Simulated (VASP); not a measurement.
Pb:

```
Pb
1.0
     3.48000    0.00000    0.00000
    -1.74000    3.01377    0.00000
     0.00000    0.00000    5.59000
Pb
2
Direct
  0.66667 0.33333 0.75000
  0.33333 0.66667 0.25000
```

| Item | Value |
| --- | --- |
| Program | VASP 6.6.1 |
| Task | relaxation of cell and atoms |
| Functional | LDA |
| Potentials or basis | VASP PAW LDA potentials, release 64 (Pb_d) |
| Cutoff | 600 eV |
| k mesh | 9 × 9 × 5 |
| Occupations | fermi-dirac, width 0.05 eV |
| Spin | no spin polarisation |

At the start: pressure -0.5 GPa; volume 29.31 Å³/atom.

Problem. How do energy, volume and symmetry change on relaxing?

Solution. Over 6 steps the energy falls by 15.1 meV/atom and the volume is 28.95 Å³/atom (-1.2 %); space group P6_3/mmc (No. 194, to 0.05 Å).

The path:
```
step  energy change (eV)  largest force (eV/Å)  pressure (GPa)  volume (Å³)
   1              0.0000                0.0000           -0.45        58.63
   2             -0.0242                0.0000           -0.04        57.91
   3             -0.0290                0.0000            0.35        57.50
   4             -0.0293                0.0000            0.49        57.37
   5             -0.0300                0.0000           -0.25        58.15
   6             -0.0302                0.0000           -0.02        57.90
```

Final structure:
```
Pb
1.0
     3.39761    0.00000    0.00000
    -1.69880    2.94241    0.00000
     0.00000    0.00000    5.79148
Pb
2
Direct
  0.66667 0.33333 0.75000
  0.33333 0.66667 0.25000
```
